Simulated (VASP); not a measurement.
Set up this calculation in VASP 6.6.1, as the native input.

| Property | Result |
| --- | --- |
| Task | single point |
| Functional | PBE |
| Potentials or basis | VASP PAW PBE potentials, release 64 (Mg, Ni, S) |
| Cutoff | 600 eV |
| k mesh | 4 × 4 × 4 |
| Occupations | gaussian, width 0.1 eV |
| Spin | collinear spin, ferromagnetic start |
| Starting moments | [0.0, 0.0, 0.0, 2.0, 0.0, 0.0, 0.0, 0.0] μB |
| Dipole correction | no |
| Further INCAR settings | ALGO = Normal; EDIFF = 1e-06; NBANDS = 34 |

The structure of Mg3NiS4 lies in POSCAR:

```
Mg3NiS4
1.0
   -2.5684936969      2.5684936969      5.1004273398
    2.5684936969     -2.5684936969      5.1004273398
    2.5684936969      2.5684936969     -5.1004273398
Mg Ni S
3 1 4
Direct
    0.7500000000      0.2500000000      0.5000000000
    0.2500000000      0.7500000000      0.5000000000
    0.5000000000      0.5000000000      0.0000000000
    0.0000000000      0.0000000000      0.0000000000
    0.5000000000      0.0000000000      0.5000000000
    0.0000000000      0.5000000000      0.5000000000
    0.2329097214      0.2329097214      0.0000000000
    0.7670902786      0.7670902786      0.0000000000
```

These files were run (other wordings do the same):

INCAR

```
SYSTEM = Mg3NiS4
ALGO = Normal
EDIFF = 1E-6
ENCUT = 600
GGA = PE
GGA_COMPAT = .FALSE.
ISIF = 2
ISMEAR = 0
ISPIN = 2
LASPH = .TRUE.
LCHARG = .FALSE.
LMAXMIX = 4
LORBIT = 11
LREAL = .FALSE.
LWAVE = .FALSE.
MAGMOM = 0 0 0 2 0 0 0 0
NBANDS = 34
NELM = 200
PREC = Accurate
SIGMA = 0.1
```

KPOINTS

```
k-points
0
G
  4 4 4
  0 0 0
```

Potentials or basis: VASP PAW PBE potentials, release 64 (Mg, Ni, S).

The run is started by

```sh
$ cat potpaw_PBE.64/Mg/POTCAR potpaw_PBE.64/Ni/POTCAR potpaw_PBE.64/S/POTCAR > POTCAR
$ mpirun -np 1 vasp_std > vasp.out
```

It gave:

The pressure is -0.3 GPa. The largest force is 0.023 eV/Å and the net moment is 1.00 μB per cell. The site moments are Mg -0.00, +0.01 (each value once); Ni +0.72; S +0.06, +0.03 (each value once) μB and the valence electrons inside the program's atomic spheres are Mg 0.32, 0.30 (each value once); Ni 8.98; S 3.76, 3.79 (each value once).

Caveat: a cell with one magnetic atom can't hold antiferromagnetic order, which such compounds often take.

Wall time 7.3 min on 1 thread of Intel Xeon 8259CL, with other jobs on the host, peak memory 0.5 GiB.
